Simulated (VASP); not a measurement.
Write the native input for VASP 6.6.1 that does the following.

```yaml
Task: relaxation of volume and atoms at fixed shape
Functional: LDA
Potentials_or_basis: VASP PAW LDA potentials, release 64 (Ta_sv_GW, N)
Cutoff: 700 eV
k_mesh: 6 × 6 × 8
Occupations: gaussian, width 0.05 eV
Spin: no spin polarisation
Dipole_correction: no
Further_INCAR_settings: ALGO = Normal; EDIFF = 1e-07; IBRION = 2; EDIFFG = -0.01; NSW = 80; ISIF = 8
```

The structure of TaN lies in POSCAR:

```
TaN
1.0
    5.1960000000      0.0000000000      0.0000000000
   -2.5980000000      4.4998680000      0.0000000000
    0.0000000000      0.0000000000      2.9110000000
Ta N
3 3
Direct
    0.3333333333      0.6666666667      0.5000000000
    0.6666666667      0.3333333333      0.5000000000
    0.0000000000      0.0000000000      0.0000000000
    0.3928500000      0.0000000000      0.0000000000
    0.6071500000      0.6071500000      0.0000000000
    0.0000000000      0.3928500000      0.0000000000
```

These files were run (other wordings do the same):

INCAR

```
SYSTEM = TaN
PREC     = Accurate       ! precision mode
ENCUT    = 700            ! plane-wave cutoff, eV
EDIFF    = 1E-7           ! SCF threshold, eV
ISMEAR   = 0              ! smearing method
SIGMA    = 0.05           ! smearing width, eV
LREAL    = .FALSE.        ! projectors in reciprocal space
LASPH    = .TRUE.         ! aspherical terms in the spheres
NELM     = 120            ! most SCF steps
ALGO     = Normal         ! electronic algorithm
ISIF     = 8              ! what is computed and relaxed
LWAVE    = .FALSE.        ! write WAVECAR
LCHARG   = .FALSE.        ! write CHGCAR
GGA      = CA             ! functional
IBRION   = 2              ! ionic algorithm
NSW      = 80             ! ionic steps
EDIFFG   = -0.01          ! ionic threshold
GGA_COMPAT= .FALSE.      
NELMIN   = 4
```

KPOINTS

```
Automatic mesh
0
G
  6 6 8
  0 0 0
```

Potentials or basis: VASP PAW LDA potentials, release 64 (Ta_sv_GW, N).

Command:

```bash
$ cat potpaw_LDA.64/Ta_sv_GW/POTCAR potpaw_LDA.64/N/POTCAR > POTCAR
$ mpirun -np 1 vasp_std > vasp.out
```

It gave:

| Item | Value |
| --- | --- |
| Relaxed volume | 11.03 Å³/atom |
| Relaxed cell | a = 5.148 Å, b = 5.148 Å, c = 2.884 Å, α = 90.00°, β = 90.00°, γ = 120.00° |
| Space group after relaxing (to 0.1 Å) | P-62m (No. 189) |
| Energy gained by relaxing | 9.0 meV/atom |
| Ionic steps | 9 |
| Pressure after relaxing | -0.1 GPa |
| Band gap on the k mesh | zero (bands 27 and 28 overlap by 3.18 eV) |

Caveat: spin-orbit coupling is left out, which moves the levels of the heavy elements.

It took 7.5 min on 1 thread of Intel(R) Xeon(R) 6975P-C (Granite Rapids) (shared host), peak memory 0.28 GiB.
